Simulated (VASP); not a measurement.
# Pd3PtSe8: single point with r2SCAN

Pd3PtSe8:

```
Pd Pt Se
1.0
     7.60125    0.00000    0.00000
    -3.80062    6.58287    0.00000
     0.00000    0.00000    5.00836
Pd Pt Se
3 1 8
Direct
  0.50000 0.00000 0.00000
  0.50000 0.50000 0.00000
  0.00000 0.50000 0.00000
  0.00000 0.00000 0.00000
  0.83506 0.16494 0.74037
  0.83506 0.67012 0.74037
  0.32988 0.16494 0.74037
  0.33333 0.66667 0.74867
  0.66667 0.33333 0.25133
  0.67012 0.83506 0.25963
  0.16494 0.32988 0.25963
  0.16494 0.83506 0.25963
```

| Property | Result |
| --- | --- |
| Program | VASP 6.6.1 |
| Task | single point |
| Functional | r2SCAN |
| Potentials or basis | VASP PAW PBE potentials, release 64 (Pd, Pt, Se) |
| Cutoff | 520 eV |
| k mesh | 6 × 6 × 8 |
| Occupations | gaussian, width 0.1 eV |
| Spin | no spin polarisation |
| Dipole correction | no |
| Further INCAR settings | ALGO = Normal; EDIFF = 1e-06; NBANDS = 56 |

```
Pressure               : -2.0 GPa
Largest force          : 0.176 eV/Å
Band gap on the k mesh : zero (bands 44 and 45 overlap by 0.69 eV)
```

Forces on the atoms (eV/Å):
```
Pd   0.000  0.000  0.000
Pd   0.000  0.000  0.000
Pd   0.000  0.000  0.000
Pt   0.000  0.000  0.000
Se   0.027 -0.015  0.173
Se   0.000  0.031  0.173
Se  -0.027 -0.015  0.173
Se   0.000  0.000  0.149
Se   0.000  0.000 -0.149
Se   0.027  0.015 -0.173
Se   0.000 -0.031 -0.173
Se  -0.027  0.015 -0.173
```

Stress tensor (GPa, compression positive):
```
-2.48  0.00  0.00
 0.00 -2.48  0.00
 0.00  0.00 -0.93
```

Levels at points of the mesh, in eV from the Fermi level:
| k point | band 40 | band 41 | band 42 | band 43 | band 44 | band 45 | band 46 | band 47 | band 48 | band 49 |
| --- | --- | --- | --- | --- | --- | --- | --- | --- | --- | --- |
| (0.00, 0.00, 0.00) | -2.39 | -2.22 | -0.68 | -0.68 | 0.42 | 0.50 | 0.50 | 0.90 | 1.21 | 1.21 |
| (0.50, 0.00, 0.00) | -1.57 | -1.11 | -1.00 | -0.91 | -0.70 | -0.03 | 0.35 | 0.58 | 0.77 | 1.27 |
| (0.00, 0.00, 0.50) | -1.25 | -1.25 | -0.94 | -0.83 | -0.83 | 0.47 | 0.75 | 0.75 | 1.26 | 1.42 |
| (0.50, 0.00, 0.50) | -1.35 | -1.17 | -1.16 | -1.16 | -1.03 | 0.48 | 0.80 | 0.87 | 0.98 | 1.40 |

Run time: 38 min on 1 thread of Oxide Virtual Turin-like Processor, with other jobs on the host, peak memory 0.72 GiB.

Caveat: the PAW data sets were made with another functional, which shifts forces and pressure a little; spin-orbit coupling is left out, which moves the levels of the heavy elements.
